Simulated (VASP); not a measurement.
Wanted: the native input for a VASP 6.6.1 run.

```yaml
Task: single point
Functional: PBE
Dispersion: D3(BJ)
Potentials_or_basis: VASP PAW PBE potentials, release 64 (Mo_sv, S)
Cutoff: 520 eV
k_mesh: 15 × 15 × 4
Occupations: gaussian, width 0.01 eV
Spin: no spin polarisation
Dipole_correction: no
Further_INCAR_settings: ALGO = Normal; EDIFF = 1e-06; NBANDS = 35
```

The structure of MoS2 lies in POSCAR:

```
MoS2
1.0
    3.1035810316      0.0000000000      0.0000000000
   -1.5517905158      2.6877800161      0.0000000000
    0.0000000000      0.0000000000     11.5078347751
Mo S
2 4
Direct
    0.3333333333      0.6666666667      0.2500000000
    0.6666666667      0.3333333333      0.7500000000
    0.3333333333      0.6666666667      0.6136298831
    0.6666666667      0.3333333333      0.1136298831
    0.3333333333      0.6666666667      0.8863701169
    0.6666666667      0.3333333333      0.3863701169
```

One way to write it, as run:

INCAR

```
PREC     = Accurate       # precision mode
ENCUT    = 520            # plane-wave cutoff, eV
EDIFF    = 1E-6           # SCF threshold, eV
ISMEAR   = 0              # smearing method
SIGMA    = 0.01           # smearing width, eV
LREAL    = F              # projectors in reciprocal space
LASPH    = T              # aspherical terms in the spheres
NELM     = 60             # most SCF steps
ALGO     = Normal         # electronic algorithm
ISIF     = 2              # what is computed and relaxed
LWAVE    = F              # write WAVECAR
LCHARG   = F              # write CHGCAR
GGA      = PE             # functional
IVDW     = 12             # dispersion correction
NBANDS   = 35             # bands
```

KPOINTS

```
Automatic mesh
0
Gamma
  15 15 4
```

Potentials or basis: VASP PAW PBE potentials, release 64 (Mo_sv, S).

The run is started by

```bash
$ cat potpaw_PBE.64/Mo_sv/POTCAR potpaw_PBE.64/S/POTCAR > POTCAR
$ mpirun -np 1 vasp_std > vasp.out
```

It gave:

```json
{
  "Pressure": "5.4 GPa",
  "Largest force": "0.017 eV/Å",
  "Band gap on the k mesh": "0.51 eV (least direct gap 1.81 eV)",
  "Dispersion energy per atom": "-0.475 eV"
}
```

Caveat: the cell stands under pressure; semilocal functionals underestimate gaps, and a narrow one can read as zero.

It took 3.4 min on 1 thread of Intel(R) Xeon(R) Platinum 8488C (Sapphire Rapids), with other jobs on the host, peak memory 0.36 GiB.
